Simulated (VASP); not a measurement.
# PtSe (F-43m) in VASP: notebook

Aim: see how the results for PtSe move with the level of theory and the settings. Levels: PBE-based screened hybrid with 25 % exact exchange, B3LYP, HF. Tasks: single point.

Program: VASP 6.6.1. These are calculated values, not measurements. Logs are shortened: lines on timing, memory, paths and dates and some standing lists are left out, and cuts for length are marked.

## (1) The cell of the first run

Symmetry: F-43m, No. 216, cubic system. The conventional cell has a = 5.632 Å, b = 5.632 Å, c = 5.632 Å, α = 90.00°, β = 90.00°, γ = 90.00°. Pt (site symmetry -43m) has 4 Se at 2.44 Å within 3.2 Å. Se (site symmetry -43m) has 4 Pt at 2.44 Å within 3.2 Å.

## (2) Single point, PBE-based screened hybrid with 25 % exact exchange

Input file POSCAR:

```
PtSe
1.0
    0.0000000000      2.8159589946      2.8159589946
    2.8159589946      0.0000000000      2.8159589946
    2.8159589946      2.8159589946      0.0000000000
Pt Se
1 1
Direct
    0.0000000000      0.0000000000      0.0000000000
    0.2500000000      0.2500000000      0.2500000000
```

Input file INCAR.step1:

```
SYSTEM = PtSe
PREC     = Accurate       ! precision mode
ENCUT    = 520            ! plane-wave cutoff, eV
EDIFF    = 1E-5           ! SCF threshold, eV
ISMEAR   = -1             ! smearing method
SIGMA    = 0.05           ! smearing width, eV
LREAL    = .FALSE.        ! projectors in reciprocal space
LASPH    = .TRUE.         ! aspherical terms in the spheres
NELM     = 60             ! most SCF steps
ALGO     = Normal         ! electronic algorithm
ISIF     = 2              ! what is computed and relaxed
LWAVE    = .TRUE.         ! write WAVECAR
LCHARG   = .FALSE.        ! write CHGCAR
NBANDS   = 15             ! bands
GGA      = PE             ! functional
```

Input file INCAR.step2:

```
SYSTEM = PtSe
PREC     = Accurate       ! precision mode
ENCUT    = 520            ! plane-wave cutoff, eV
EDIFF    = 1E-7           ! SCF threshold, eV
ISMEAR   = -1             ! smearing method
SIGMA    = 0.05           ! smearing width, eV
LREAL    = .FALSE.        ! projectors in reciprocal space
LASPH    = .TRUE.         ! aspherical terms in the spheres
NELM     = 60             ! most SCF steps
ALGO     = Normal         ! electronic algorithm
ISIF     = 2              ! what is computed and relaxed
LWAVE    = .FALSE.        ! write WAVECAR
LCHARG   = .FALSE.        ! write CHGCAR
GGA      = PE             ! functional
LHFCALC  = .TRUE.         ! exact exchange
AEXX     = 0.25           ! exact-exchange fraction
HFSCREEN = 0.3            ! screening, 1/A
PRECFOCK = Normal       
NBANDS   = 15             ! bands
ISTART   = 1
```

Input file KPOINTS:

```
Automatic mesh
0
G
  4 4 4
  0 0 0
```

Potentials or basis: VASP PAW PBE potentials, release 64 (Pt, Se).

Command:

```console
$ cat potpaw_PBE.64/Pt/POTCAR potpaw_PBE.64/Se/POTCAR > POTCAR
$ cp INCAR.step1 INCAR
$ mpirun -np 1 vasp_std > vasp.out
$ cp INCAR.step2 INCAR
$ mpirun -np 1 vasp_std > vasp.out
```

OUTCAR:

```text
SYSTEM = PtSe
   PREC = Accurate
   ENCUT = 520
   EDIFF = 1E-7
   ISMEAR = -1
   LREAL = .FALSE.
   LASPH = .TRUE.
   NELM = 60
   ISIF = 2
   GGA = PE
   LHFCALC = .TRUE.
   AEXX = 0.25
   HFSCREEN = 0.3
   PRECFOCK = Normal
   ISTART = 1

 ion  position               nearest neighbor table
   1  0.000  0.000  0.000-   2 2.44   2 2.44   2 2.44   2 2.44
   2  0.250  0.250  0.250-   1 2.44   1 2.44   1 2.44   1 2.44

  LATTYP: Found a face centered cubic cell.
 ALAT       =     5.6319179892

  Lattice vectors:

 A1 = (   0.0000000000,   2.8159589946,   2.8159589946)
 A2 = (   2.8159589946,   0.0000000000,   2.8159589946)
 A3 = (   2.8159589946,   2.8159589946,   0.0000000000)

Analysis of symmetry for initial positions (statically):
=====================================================================
 Subroutine PRICEL returns:
 Original cell was already a primitive cell.

 Routine SETGRP: Setting up the symmetry group for a
 face centered cubic supercell.

 Subroutine GETGRP returns: Found 24 space group operations
 (whereof 24 operations were pure point group operations)
 out of a pool of 48 trial point group operations.

The static configuration has the point symmetry T_d .

Analysis of symmetry for dynamics (positions and initial velocities):
=====================================================================
 Subroutine PRICEL returns:
 Original cell was already a primitive cell.

 Routine SETGRP: Setting up the symmetry group for a
 face centered cubic supercell.

 Subroutine GETGRP returns: Found 24 space group operations
 (whereof 24 operations were pure point group operations)
 out of a pool of 48 trial point group operations.

The dynamic configuration has the point symmetry T_d .

 Subroutine INISYM returns: Found 24 space group operations
 (whereof 24 operations are pure point group operations),
 and found     1 'primitive' translations

----------------------------------------------------------------------------------------

                                     Primitive cell

  volume of cell :      44.6590

  direct lattice vectors                    reciprocal lattice vectors
     0.000000000  2.815958995  2.815958995    -0.177559404  0.177559404  0.177559404
     2.815958995  0.000000000  2.815958995     0.177559404 -0.177559404  0.177559404
     2.815958995  2.815958995  0.000000000     0.177559404  0.177559404 -0.177559404

  length of vectors
     3.982367401  3.982367401  3.982367401     0.307541909  0.307541909  0.307541909

  position of ions in fractional coordinates (direct lattice)
     0.000000000  0.000000000  0.000000000
     0.250000000  0.250000000  0.250000000

  ion indices of the primitive-cell ions
   primitive index   ion index
                 1           1
                 2           2

----------------------------------------------------------------------------------------

 KPOINTS: Automatic mesh

Automatic generation of k-mesh.
 Grid dimensions read from file:
 generate k-points for:    4    4    4

 Generating k-lattice:

  Cartesian coordinates                     Fractional coordinates (reciprocal lattice)
    -0.044389851  0.044389851  0.044389851     0.250000000  0.000000000  0.000000000
     0.044389851 -0.044389851  0.044389851     0.000000000  0.250000000  0.000000000
     0.044389851  0.044389851 -0.044389851     0.000000000  0.000000000  0.250000000

  Length of vectors
     0.076885477  0.076885477  0.076885477

  Shift w.r.t. Gamma in fractional coordinates (k-lattice)
     0.000000000  0.000000000  0.000000000

 Subroutine IBZKPT returns following result:
 ===========================================

 Found      8 irreducible k-points:

 Following reciprocal coordinates:
            Coordinates               Weight
  0.000000  0.000000  0.000000      1.000000
  0.250000  0.000000  0.000000      8.000000
  0.500000  0.000000  0.000000      4.000000
  0.250000  0.250000  0.000000      6.000000
  0.500000  0.250000  0.000000     24.000000
 -0.250000  0.250000  0.000000     12.000000
  0.500000  0.500000  0.000000      3.000000
 -0.250000  0.500000  0.250000      6.000000
   k-points           NKPTS =      8   k-points in BZ     NKDIM =     64   number of bands    NBANDS=     15
   number of dos      NEDOS =    301   number of ions     NIONS =      2
   total plane-waves  NPLWV =  27000
   dimension x,y,z NGX =    30 NGY =   30 NGZ =   30
   dimension x,y,z NGXF=    60 NGYF=   60 NGZF=   60
   ions per type =               1   1
   NGX,Y,Z   is equivalent  to a cutoff of  12.52, 12.52, 12.52 a.u.
   NGXF,Y,Z  is equivalent  to a cutoff of  25.05, 25.05, 25.05 a.u.
 SYSTEM =  PtSe
   PREC   = accura    normal or accurate (medium, high low for compatibility)
   ISTART =      1    job   : 0-new  1-cont  2-samecut
   ICHARG =      0    charge: 1-file 2-atom 10-const
   ISPIN  =      1    spin polarized calculation?
   LNONCOLLINEAR =      F non collinear calculations
   LSORBIT =      F    spin-orbit coupling
   LASPH  =      T    aspherical Exc in radial PAW
   ENCUT  =  520.0 eV  38.22 Ry    6.18 a.u.   7.40  7.40  7.40*2*pi/ulx,y,z
   NELM   =     60;   NELMIN=  2; NELMDL=  0     # of ELM steps
   EDIFF  = 0.1E-06   stopping-criterion for ELM
   LREAL  =      F    real-space projection
   EDIFFG = 0.1E-05   stopping-criterion for IOM
   NSW    =      0    number of steps for IOM
   IBRION =     -1    ionic relax: 0-MD 1-quasi-New 2-CG
   NFREE  =      0    steps in history (QN), initial steepest desc. (CG)
   ISIF   =      2    stress and relaxation
   ISYM   =      3    0-nonsym 1-usesym 2-fastsym
   POTIM  = 0.5000    time-step for ionic-motion
   TEBEG  =    0.0;   TEEND  =   0.0 temperature during run
   PSTRESS=    0.0 pullay stress
   NELECT =      16.0000    total number of electrons
   NUPDOWN=      -1.0000    fix difference up-down
   EMIN   =  10.00;   EMAX   =-10.00  energy-range for DOS
   EFERMI =   0.00;   METHOD = LEGACY
   ISMEAR =    -1;   SIGMA  =   0.05  broadening in eV -4-tet -1-fermi 0-gaus
   EFERMI_NEDOS =   21; number of points for ismear=-14 and -15
   IALGO  =     38    algorithm
   IMIX   =      1    mixing-type and parameters
     AMIX     =   0.40;   BMIX     =  1.00
     AMIX_MAG =   1.60;   BMIX_MAG =  1.00
  volume/ion in A,a.u.               =      22.33       150.69
  Fermi-wavevector in a.u.,A,eV,Ry     =   1.162729  2.197239 18.394243  1.351939
  Thomas-Fermi vector in A             =   2.299287
   LORBIT       =      0    0 simple, 1 ext, 2 COOP (PROOUT), +10 PAW based schemes
   GGA     = PE    functional components
   LHFCALC =     T    Hartree Fock is set to
   PRECFOCK=normal    Normal, Fast or Accurate (Low or Medium for compatibility)
   ENCUT4O =  -1.0   cutoff for four orbital integrals eV
   NKREDX  =     1    reduce k-point grid by
   NKREDY  =     1    reduce k-point grid by
   NKREDZ  =     1    reduce k-point grid by
   AEXX    =    0.2500 exact exchange contribution
   HFSCREEN=    0.3000 screening length (either q_TF or 0.3 A-1)
   HFSCREENC=   0.3000 screening length for correlation (either q_TF or 0.3 A-1)
   ENCUTFOCK=  -1.0 apply spherical cutoff to Coloumb kernel
   IVDW    =     0    specifies the selected vdW correction
   LEPSILON=     F    determine dielectric tensor
   LRPA    =     F    only Hartree local field effects (RPA)
 non-spin polarized calculation
  energy-cutoff  :      520.00
  volume of cell :       44.66
 maximum number of plane-waves:      1243
 NGX is ok and might be reduce to    30
  NGX = 24; NGY = 24; NGZ = 24

 number of electron      16.0000001 magnetization

 Free energy of the ion-electron system (eV)
  ---------------------------------------------------
  ext. energy  EPLUGINS =         0.00000000
  ---------------------------------------------------
  free energy    TOTEN  =       -10.95090579 eV

  energy without entropy =      -10.92768475  energy(sigma->0) =      -10.93929527

 E-fermi :   4.8756     XC(G=0):  -8.6216

 val. band max:        4.8309941011   @ k =   0.5000   0.2500   0.0000
 cond. band min:       5.1828904343   @ k =   0.2500   0.2500   0.0000
 fundamental gap:      0.3518963332
 Fermi energy:         4.8756369372

 k-point     1 :       0.0000    0.0000    0.0000
  band No.  band energies     occupation
      1     -11.1628      2.00000
      2      -1.2467      2.00000
      3      -1.2467      2.00000
      4      -1.2467      2.00000
      5       1.5333      2.00000
      6       1.5333      2.00000
      7       6.5728      0.00000
      8       7.9253      0.00000
      9       7.9253      0.00000
     10       7.9253      0.00000
     11      12.5405      0.00000
     12      12.5405      0.00000
     13      12.5405      0.00000
     14      17.1021      0.00000
     15      19.3143      0.00000

 k-point     2 :       0.2500    0.0000    0.0000
  band No.  band energies     occupation
      1     -10.7711      2.00000
      2      -1.5605      2.00000
      3      -1.0271      2.00000
      4      -1.0271      2.00000
      5       1.5331      2.00000
      6       1.5331      2.00000
      7       4.5732      1.99529
      8       6.9563      0.00000
      9       6.9563      0.00000
     10       8.3947      0.00000
     11      12.3183      0.00000
     12      13.4185      0.00000
     13      13.4185      0.00000
     14      17.2226      0.00000
     15      17.8429      0.00000
[... 77 lines left out ...]
      3       0.0495      2.00000
      4       0.0495      2.00000
      5       1.7854      2.00000
      6       1.9744      2.00000
      7       2.2053      2.00000
      8       3.6260      2.00000
      9       3.6260      2.00000
     10      10.2818      0.00000
     11      11.0318      0.00000
     12      16.0979      0.00000
     13      17.8879      0.00000
     14      18.5756      0.00000
     15      18.5756      0.00000

 k-point     8 :      -0.2500    0.5000    0.2500
  band No.  band energies     occupation
      1     -10.0602      2.00000
      2      -1.2369      2.00000
      3      -1.2074      2.00000
      4       0.0369      2.00000
      5       1.5046      2.00000
      6       2.0536      2.00000
      7       2.1140      2.00000
      8       3.0852      2.00000
      9       4.5529      1.99686
     10      12.1428      0.00000
     11      12.3243      0.00000
     12      13.5806      0.00000
     13      14.3197      0.00000
     14      19.5308      0.00000
     15      19.9117      0.00000

------------------------ aborting loop because EDIFF is reached ----------------------------------------

  FORCE on cell =-STRESS in cart. coord.  units (eV):
  Direction    XX          YY          ZZ          XY          YZ          ZX
  --------------------------------------------------------------------------------------
  -------------------------------------------------------------------------------------
  Total       -0.0265696     -0.0265696     -0.0265696     -0.0000000      0.0000000     -0.0000000
  in kB       -0.9532053     -0.9532053     -0.9532053     -0.0000000      0.0000000     -0.0000000
  external PRESSURE =      -0.9532053 kB  Pullay stress =       0.0000000 kB

 VOLUME and BASIS-vectors are now :
 -----------------------------------------------------------------------------
  energy-cutoff  :      520.00
  volume of cell :       44.66
      direct lattice vectors                 reciprocal lattice vectors
     0.000000000  2.815958995  2.815958995    -0.177559404  0.177559404  0.177559404
     2.815958995  0.000000000  2.815958995     0.177559404 -0.177559404  0.177559404
     2.815958995  2.815958995  0.000000000     0.177559404  0.177559404 -0.177559404

 POSITION                                       TOTAL-FORCE (eV/Angst)
 -----------------------------------------------------------------------------------
      0.00000      0.00000      0.00000         0.000000      0.000000      0.000000
      1.40798      1.40798      1.40798        -0.000000     -0.000000     -0.000000
 -----------------------------------------------------------------------------------
    total drift:                                0.000004      0.000018      0.000014

  FREE ENERGIE OF THE ION-ELECTRON SYSTEM (eV)
  ---------------------------------------------------
  free  energy   TOTEN  =       -10.9509057865 eV

  energy  without entropy=      -10.9276847479  energy(sigma->0) =      -10.93929527
```

Run time: 9 min. Hardware: 1 thread of Intel Xeon Platinum 8259CL at 2.50GHz (Skylake/Cascade Lake), shared host; peak memory 0.28 GiB.

Results:

```
Free energy            : -10.9509 eV
Pressure               : -0.1 GPa
Band gap on the k mesh : zero (bands 8 and 9 overlap by 4.30 eV)
```

Caveat: the k points lie up to 0.48 Å⁻¹ apart, too coarse for converged energies and pressures of a metal; the PAW data sets were made with another functional, which shifts forces and pressure a little; spin-orbit coupling is left out, which moves the levels of the heavy elements.

## (3) Single point, B3LYP

This run uses another cell than the first one, of 23.56 Å³/atom.

Input file POSCAR:

```
PtSe
1.0
    0.0000000000      2.8668898532      2.8668898532
    2.8668898532      0.0000000000      2.8668898532
    2.8668898532      2.8668898532      0.0000000000
Pt Se
1 1
Direct
    0.0000000000      0.0000000000      0.0000000000
    0.2500000000      0.2500000000      0.2500000000
```

Input file INCAR.step1:

```
PREC = Accurate
ENCUT = 520
EDIFF = 1E-5
ISMEAR = -1
SIGMA = 0.05
LREAL = False
LASPH = True
NELM = 60
ALGO = Normal
ISIF = 2
LWAVE = True
LCHARG = False
NBANDS = 15
GGA = PE
```

Input file INCAR.step2:

```
PREC = Accurate
ENCUT = 520
EDIFF = 1E-6
ISMEAR = -1
SIGMA = 0.05
LREAL = False
LASPH = True
NELM = 60
ALGO = Normal
ISIF = 2
LWAVE = False
LCHARG = False
GGA = B3
LHFCALC = True
AEXX = 0.2
AGGAX = 0.72
AGGAC = 0.81
ALDAC = 0.19
PRECFOCK = Normal
NBANDS = 15
ISTART = 1
```

Input file KPOINTS:

```
Automatic mesh
0
Gamma
  4 4 4
```

Potentials or basis: VASP PAW PBE potentials, release 64 (Pt, Se).

Command:

```console
$ cat potpaw_PBE.64/Pt/POTCAR potpaw_PBE.64/Se/POTCAR > POTCAR
$ cp INCAR.step1 INCAR
$ mpirun -np 1 vasp_std > vasp.out
$ cp INCAR.step2 INCAR
$ mpirun -np 1 vasp_std > vasp.out
```

It took 7.1 min on 1 thread of Intel Xeon Platinum 8259CL at 2.50GHz (Skylake/Cascade Lake), shared host; peak memory 0.19 GiB.

It converged, with:

* Free energy: -10.5290 eV
* Pressure: 0.2 GPa
* Band gap on the k mesh: zero (bands 8 and 9 overlap by 4.57 eV)

Levels at points of the mesh, in eV from the Fermi level:
```
           k point  band 3  band 4  band 5  band 6  band 7  band 8  band 9  band 10  band 11  band 12
(0.00, 0.00, 0.00)   -5.94   -5.94   -3.30   -3.30    1.94    3.23    3.23     3.23     8.10     8.10
(0.50, 0.00, 0.00)   -5.58   -5.58   -3.10   -3.10   -2.70    1.32    1.32     4.09     9.27     9.27
(0.50, 0.50, 0.00)   -4.75   -4.75   -3.06   -2.91   -2.72   -1.34   -1.34     5.80     6.43    11.28
```

Caveat: the k points lie up to 0.47 Å⁻¹ apart, too coarse for converged energies and pressures of a metal; the PAW data sets were made with another functional, which shifts forces and pressure a little; spin-orbit coupling is left out, which moves the levels of the heavy elements.

## (4) Single point, HF

This run uses another cell than the first one, of 23.32 Å³/atom.

Input file POSCAR:

```
PtSe
1.0
    0.0000000000      2.8571557333      2.8571557333
    2.8571557333      0.0000000000      2.8571557333
    2.8571557333      2.8571557333      0.0000000000
Pt Se
1 1
Direct
    0.0000000000      0.0000000000      0.0000000000
    0.2500000000      0.2500000000      0.2500000000
```

Input file INCAR.step1:

```
SYSTEM = PtSe
  PREC = Accurate
  ENCUT = 520
  EDIFF = 1E-5
  ISMEAR = -1
  SIGMA = 0.05
  LREAL = .FALSE.
  LASPH = .TRUE.
  NELM = 80
  ALGO = Normal
  ISIF = 2
  LWAVE = .TRUE.
  NBANDS = 15
  GGA = PE
```

Input file INCAR.step2:

```
SYSTEM = PtSe
  PREC = Accurate
  ENCUT = 520
  EDIFF = 1E-7
  ISMEAR = -1
  SIGMA = 0.05
  LREAL = .FALSE.
  LASPH = .TRUE.
  NELM = 80
  ALGO = Normal
  ISIF = 2
  LWAVE = .FALSE.
  LCHARG = .TRUE.
  GGA = PE
  LHFCALC = .TRUE.
  AEXX = 1.0
  ALDAC = 0.0
  AGGAC = 0.0
  PRECFOCK = Normal
  LELF = .TRUE.
  LVHAR = .TRUE.
  NBANDS = 15
  ISTART = 1
```

Input file KPOINTS:

```
regular mesh
0
G
  4 4 4
  0 0 0
```

Command:

```console
$ cat potpaw_PBE.64/Pt/POTCAR potpaw_PBE.64/Se/POTCAR > POTCAR
$ cp INCAR.step1 INCAR
$ mpirun -np 1 vasp_std > vasp.out
$ cp INCAR.step2 INCAR
$ mpirun -np 1 vasp_std > vasp.out
```

Run time: 15 min. Hardware: 1 thread of Intel Xeon Platinum 8259CL at 2.50GHz (Skylake/Cascade Lake), shared host; peak memory 0.2 GiB.

The run converged. Its results:

```
Free energy            : -18.0203 eV
Pressure               : -3.3 GPa
Band gap on the k mesh : zero (bands 8 and 9 overlap by 9.17 eV)
```

Levels at points of the mesh, in eV from the Fermi level:
```csv
k point,band 3,band 4,band 5,band 6,band 7,band 8,band 9,band 10,band 11,band 12
"(0.00, 0.00, 0.00)",-9.17,-9.17,-6.65,-6.65,6.18,6.58,6.58,6.58,12.52,12.52
"(0.50, 0.00, 0.00)",-8.78,-8.78,-6.21,-6.21,-4.88,3.41,3.41,8.45,13.76,13.76
"(0.50, 0.50, 0.00)",-7.44,-7.44,-6.23,-5.29,-5.13,-2.59,-2.59,9.69,10.66,16.64
```

Caveat: the k points lie up to 0.48 Å⁻¹ apart, too coarse for converged energies and pressures of a metal; the PAW data sets were made with another functional, which shifts forces and pressure a little; spin-orbit coupling is left out, which moves the levels of the heavy elements.

## (5) Summary

| level | cell | share of exact exchange | screening parameter | gap on the mesh (eV) | pressure (GPa) |
| --- | --- | --- | --- | --- | --- |
| PBE-based screened hybrid with 25 % exact exchange | a = 3.982 Å, angles 60.0°, 2 atoms | 0.25 | 0.3 1/Å | none | -0.1 |
| B3LYP | a = 4.054 Å, angles 60.0°, 2 atoms | 0.2 | - | none | 0.2 |
| HF | a = 4.041 Å, angles 60.0°, 2 atoms | 1 | - | none | -3.3 |

Alike in all rows: task single point; potentials or basis VASP PAW PBE potentials, release 64 (Pt, Se); no spin polarisation; k mesh 4 × 4 × 4; cutoff (eV) 520; smearing fermi-dirac 0.05 eV.

Caveats: all runs use coarse meshes; the PAW data sets were made with another functional, which shifts forces and pressure a little; spin-orbit coupling is left out, which moves the levels of the heavy elements.

Total energies depend on the potentials used, so only differences within one code and one set of settings carry meaning.
